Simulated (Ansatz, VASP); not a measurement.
**C: VASP beside Ansatz**

```xyz
2
Lattice="1.2496 0.7214 3.3378 -1.2496 0.7214 3.3378 0.0000 -1.4429 3.3378" Properties=species:S:1:pos:R:3 pbc="T T T"
C    -0.0407    0.0000    1.6681
C     0.0407    0.0000    8.3453
```

Change from the starting cell: mode 5 frozen in at -0.040 Å, equal normal strain along x, y and z +0.0167.

Alike in both runs: task single point; functional PBEsol; dispersion D3(BJ); k mesh 15 × 15 × 15; occupations gaussian, width 0.05 eV; no spin polarisation.

|  | VASP | Ansatz |
| --- | --- | --- |
| version | VASP 6.6.1 | Ansatz 0.2.0 |
| potentials or method | VASP PAW PBE potentials, release 64 (C), cutoff 520 eV | scalar-relativistic, plane waves, PAW |
| valence electrons in the cell | 8 | 8 |

Ansatz gave:

| Quantity | Value |
| --- | --- |
| gap on the k mesh at the Fermi level (eV) | 0.17 |
| least direct gap on the mesh (eV) | 0.24 |
| pressure (GPa) | -10.9 |
| traceless stress, the component that is largest in VASP (GPa) | 10.57 |
| rms of the force components (eV/Å) | 2.288 |

Task: Which values does VASP return?

Result: gap on the k mesh at the Fermi level (eV): 0.17; least direct gap on the mesh (eV): 0.24; pressure (GPa): -10.3; traceless stress, the component that is largest in VASP (GPa): 9.87; rms of the force components (eV/Å): 2.298.

VASP's potentials were made for PBE, not for PBEsol, and Ansatz warns of the same on its side. Atom by atom the forces differ by 0.010 eV/Å (rms over components).
